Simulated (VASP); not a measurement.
# Ca2Lu in VASP: single point with r2SCAN

Aim: the single point of Ca2Lu with r2SCAN.

All numbers are computed with VASP 6.6.1; they aren't measurements. Logs are shortened: lines on timing, memory, paths and dates and some standing lists are left out, and cuts for length are marked.

**1. The cell of the first run**

The typed cell holds 3 atoms: a = 4.894 Å, b = 4.894 Å, c = 7.035 Å, α = 90.00°, β = 90.00°, γ = 60.00°.

**2. Single point, r2SCAN**

File POSCAR:

```
Ca2Lu
1.0
    2.4470740000      4.2384540000      0.0000000000
   -2.4470740000      4.2384540000      0.0000000000
    0.0000000000      0.0000000000      7.0354030000
Lu Ca
1 2
Direct
    0.0000000000      0.0000000000      0.0000000000
    0.3333000000      0.3334000000      0.5000000000
    0.6666000000      0.6667000000      0.5000000000
```

File INCAR.step1:

```
PREC     = Accurate       # precision mode
ENCUT    = 520            # plane-wave cutoff, eV
ISMEAR   = -1             # smearing method
SIGMA    = 0.1            # smearing width, eV
LREAL    = False          # projectors in reciprocal space
LASPH    = True           # aspherical terms in the spheres
NELM     = 60             # most SCF steps
NBANDS   = 30             # bands
GGA      = PE             # functional
ALGO     = Normal         # electronic algorithm
EDIFF    = 1E-4           # SCF threshold, eV
LWAVE    = True           # write WAVECAR
LCHARG   = False          # write CHGCAR
```

File INCAR.step2:

```
PREC     = Accurate       # precision mode
ENCUT    = 520            # plane-wave cutoff, eV
EDIFF    = 1E-6           # SCF threshold, eV
ISMEAR   = -1             # smearing method
SIGMA    = 0.1            # smearing width, eV
LREAL    = False          # projectors in reciprocal space
LASPH    = True           # aspherical terms in the spheres
NELM     = 60             # most SCF steps
ALGO     = Normal         # electronic algorithm
ISIF     = 2              # what is computed and relaxed
LWAVE    = False          # write WAVECAR
LCHARG   = True           # write CHGCAR
METAGGA  = R2SCAN         # meta-GGA
LMIXTAU  = True         
LELF     = True           # ELF
LVHAR    = True         
NBANDS   = 30             # bands
ISTART   = 1
```

File KPOINTS:

```
Automatic mesh
0
Gamma
  4 4 3
```

Potentials or basis: VASP PAW PBE potentials, release 64 (Lu, Ca_sv).

Command:

```
$ cat potpaw_PBE.64/Lu/POTCAR potpaw_PBE.64/Ca_sv/POTCAR > POTCAR
$ cp INCAR.step1 INCAR
$ mpirun -np 1 vasp_std > vasp.out
$ cp INCAR.step2 INCAR
$ mpirun -np 1 vasp_std > vasp.out
```

OUTCAR:

```text
PREC = Accurate
   ENCUT = 520
   EDIFF = 1E-6
   ISMEAR = -1
   LREAL = False
   LASPH = True
   NELM = 60
   ISIF = 2
   METAGGA = R2SCAN
   ISTART = 1

 ion  position               nearest neighbor table
   1  0.000  0.000  0.000-
   2  0.333  0.333  0.500-   3 2.83   3 2.83   3 2.83
   3  0.667  0.667  0.500-   2 2.83   2 2.83   2 2.83

  LATTYP: Found a hexagonal cell.
 ALAT       =     4.8941458368
 C/A-ratio  =     1.4375139676

  Lattice vectors:

 A1 = (   2.4470740000,  -4.2384540000,   0.0000000000)
 A2 = (   2.4470740000,   4.2384540000,   0.0000000000)
 A3 = (   0.0000000000,   0.0000000000,   7.0354030000)

Analysis of symmetry for initial positions (statically):
=====================================================================
 Subroutine PRICEL returns:
 Original cell was already a primitive cell.

 Routine SETGRP: Setting up the symmetry group for a
 hexagonal supercell.

 Subroutine GETGRP returns: Found  4 space group operations
 (whereof  4 operations were pure point group operations)
 out of a pool of 24 trial point group operations.

The static configuration has the point symmetry C_2v.

Analysis of symmetry for dynamics (positions and initial velocities):
=====================================================================
 Subroutine PRICEL returns:
 Original cell was already a primitive cell.

 Routine SETGRP: Setting up the symmetry group for a
 hexagonal supercell.

 Subroutine GETGRP returns: Found  4 space group operations
 (whereof  4 operations were pure point group operations)
 out of a pool of 24 trial point group operations.

The dynamic configuration has the point symmetry C_2v.

 Subroutine INISYM returns: Found  4 space group operations
 (whereof  4 operations are pure point group operations),
 and found     1 'primitive' translations

----------------------------------------------------------------------------------------

                                     Primitive cell

  volume of cell :     145.9397

  direct lattice vectors                    reciprocal lattice vectors
     2.447074000  4.238454000  0.000000000     0.204325656  0.117967542  0.000000000
    -2.447074000  4.238454000  0.000000000    -0.204325656  0.117967542  0.000000000
     0.000000000  0.000000000  7.035403000     0.000000000  0.000000000  0.142138268

  length of vectors
     4.894145837  4.894145837  7.035403000     0.235934980  0.235934980  0.142138268

[... 68 lines left out ...]
   LASPH  =      T    aspherical Exc in radial PAW
   ENCUT  =  520.0 eV  38.22 Ry    6.18 a.u.   9.10  9.10 13.08*2*pi/ulx,y,z
   NELM   =     60;   NELMIN=  2; NELMDL=  0     # of ELM steps
   EDIFF  = 0.1E-05   stopping-criterion for ELM
   LREAL  =      F    real-space projection
   EDIFFG = 0.1E-04   stopping-criterion for IOM
   NSW    =      0    number of steps for IOM
   IBRION =     -1    ionic relax: 0-MD 1-quasi-New 2-CG
   NFREE  =      0    steps in history (QN), initial steepest desc. (CG)
   ISIF   =      2    stress and relaxation
   ISYM   =      2    0-nonsym 1-usesym 2-fastsym
   POTIM  = 0.5000    time-step for ionic-motion
   TEBEG  =    0.0;   TEEND  =   0.0 temperature during run
   PSTRESS=    0.0 pullay stress
   NELECT =      45.0000    total number of electrons
   NUPDOWN=      -1.0000    fix difference up-down
   EMIN   =  10.00;   EMAX   =-10.00  energy-range for DOS
   EFERMI =   0.00;   METHOD = LEGACY
   ISMEAR =    -1;   SIGMA  =   0.10  broadening in eV -4-tet -1-fermi 0-gaus
   EFERMI_NEDOS =   21; number of points for ismear=-14 and -15
   IALGO  =     38    algorithm
   IMIX   =      4    mixing-type and parameters
     AMIX     =   0.40;   BMIX     =  1.00
     AMIX_MAG =   1.60;   BMIX_MAG =  1.00
  volume/ion in A,a.u.               =      48.65       328.28
  Fermi-wavevector in a.u.,A,eV,Ry     =   1.105998  2.090034 16.643087  1.223232
  Thomas-Fermi vector in A             =   2.242493
   LORBIT       =      0    0 simple, 1 ext, 2 COOP (PROOUT), +10 PAW based schemes
   METAGGA = R2SCAN    functional components
   LHFCALC =     F    Hartree Fock is set to
   AEXX    =    0.0000 exact exchange contribution
   IVDW    =     0    specifies the selected vdW correction
   LEPSILON=     F    determine dielectric tensor
   LRPA    =     F    only Hartree local field effects (RPA)
 non-spin polarized calculation
  energy-cutoff  :      520.00
  volume of cell :      145.94
 maximum number of plane-waves:      3954
   NGX = 19   NGY = 19   NGZ = 27

 number of electron      44.9999979 magnetization

 Free energy of the ion-electron system (eV)
  ---------------------------------------------------
  ext. energy  EPLUGINS =         0.00000000
  ---------------------------------------------------
  free energy    TOTEN  =       -47.41547733 eV

  energy without entropy =      -47.23813578  energy(sigma->0) =      -47.32680655

 E-fermi :   1.0778     XC(G=0):  -8.1975

 val. band max:        1.0618129413   @ k =   0.5000   0.2500   0.3333
 cond. band min:       1.1135277350   @ k =   0.2500   0.2500   0.3333
 fundamental gap:      0.0517147937
 Fermi energy:         1.0778480726

 k-point     1 :       0.0000    0.0000    0.0000
  band No.  band energies     occupation
      1     -59.2798      2.00000
      2     -43.3173      2.00000
      3     -43.0217      2.00000
      4     -29.1811      2.00000
      5     -29.1808      2.00000
      6     -29.1115      2.00000
[... 451 lines left out ...]
     29       2.9341      0.00000
     30       3.0220      0.00000

------------------------ aborting loop because EDIFF is reached ----------------------------------------

  FORCE on cell =-STRESS in cart. coord.  units (eV):
  Direction    XX          YY          ZZ          XY          YZ          ZX
  --------------------------------------------------------------------------------------
  -------------------------------------------------------------------------------------
  Total        0.7533724      0.7592853     -8.1045287      0.0000000      0.0000000      0.0000000
  in kB        8.2707852      8.3356990    -88.9743435      0.0000000      0.0000000      0.0000000
  external PRESSURE =     -24.1226198 kB  Pullay stress =       0.0000000 kB

 VOLUME and BASIS-vectors are now :
 -----------------------------------------------------------------------------
  energy-cutoff  :      520.00
  volume of cell :      145.94
      direct lattice vectors                 reciprocal lattice vectors
     2.447074000  4.238454000  0.000000000     0.204325656  0.117967542  0.000000000
    -2.447074000  4.238454000  0.000000000    -0.204325656  0.117967542  0.000000000
     0.000000000  0.000000000  7.035403000     0.000000000  0.000000000  0.142138268

 POSITION                                       TOTAL-FORCE (eV/Angst)
 -----------------------------------------------------------------------------------
      0.00000      0.00000      0.00000        -0.000065     -0.000000      0.000000
     -0.00024      2.82578      3.51770         0.000033     -0.001189      0.000000
     -0.00024      5.65113      3.51770         0.000033      0.001189      0.000000
 -----------------------------------------------------------------------------------
    total drift:                               -0.000042     -0.000000     -0.000000

  FREE ENERGIE OF THE ION-ELECTRON SYSTEM (eV)
  ---------------------------------------------------
  free  energy   TOTEN  =       -47.4154773296 eV

  energy  without entropy=      -47.2381357758  energy(sigma->0) =      -47.32680655
```

Wall time 3 min (1 thread of Intel Xeon Platinum 8375C at 2.90GHz (Ice Lake), shared host); peak memory 0.31 GiB.

What came out:

* Free energy: -47.4155 eV
* Pressure: -2.4 GPa
* Band gap on the k mesh: zero (an odd number of electrons rules out a gap without spin polarisation)

Caveat: the k points lie up to 0.37 Å⁻¹ apart, too coarse for converged energies and pressures of a metal; the PAW data sets were made with another functional, which shifts forces and pressure a little; spin-orbit coupling is left out, which moves the levels of the heavy elements.
